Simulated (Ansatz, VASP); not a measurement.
## One calculation of Cu, two programs

The input INCAR:

```
ALGO = Fast ; EDIFF = 1E-6
ENCUT = 520 ; GGA = PE
ISIF = 2 ; ISMEAR = 0
LASPH = T ; LCHARG = F
LREAL = F ; LWAVE = F
NBANDS = 12 ; NELM = 60
PREC = Accurate ; SIGMA = 0.15
```

Contents of KPOINTS:

```
k-points
0
Gamma
  22 22 22
```

The input POSCAR:

```
Cu
1.0
   -1.4978000000      1.4978000000      1.4511000000
    1.4978000000     -1.4978000000      1.4511000000
    1.4978000000      1.4978000000     -1.4511000000
Cu
1
Direct
    0.0000000000      0.0000000000      0.0000000000
```

Input for Ansatz:

```yaml
crystal:
  lattice:
    - [-1.4978, 1.4978, 1.4511]
    - [1.4978, -1.4978, 1.4511]
    - [1.4978, 1.4978, -1.4511]
  atoms:
    - { symbol: Cu, position: [0.0, 0.0, 0.0] }
basis:
  ecutwfc: 520.0
kpoints:
  mp_grid: { grid: [22, 22, 22] }
hamiltonian:
  xc: pbe
  pseudopotentials: { kind: paw, azcp: { folder: soft_1 } }
scf:
  occupations: { method: gaussian, width: 0.15 }
output:
  forces: true
  stress: true
  eigenvalues: true
```

Alike in both runs: task single point; functional PBE; k mesh 22 × 22 × 22; occupations gaussian, width 0.15 eV; no spin polarisation.

```csv
,VASP,Ansatz
version,VASP 6.6.1,Ansatz 0.2.0
potentials or method,"VASP PAW PBE potentials, release 64 (Cu), cutoff 520 eV","scalar-relativistic, plane waves, PAW"
valence electrons in the cell,11,19
```

VASP gave:

```
gap on the k mesh at the Fermi level (eV)                     : none
pressure (GPa)                                                : -8.6
traceless stress, the component that is largest in VASP (GPa) : -0.34
```

Which values does Ansatz return?

gap on the k mesh at the Fermi level (eV): none; pressure (GPa): -9.2; traceless stress, the component that is largest in VASP (GPa): -0.33.

A gap of «none» marks a metal or a gap that the smearing closes. With one functional, cell and mesh, what is left measures potentials, basis and numerics. VASP's potentials hold 11 valence electrons a cell and Ansatz's 19, so a difference there can come from the potentials and not from the codes.
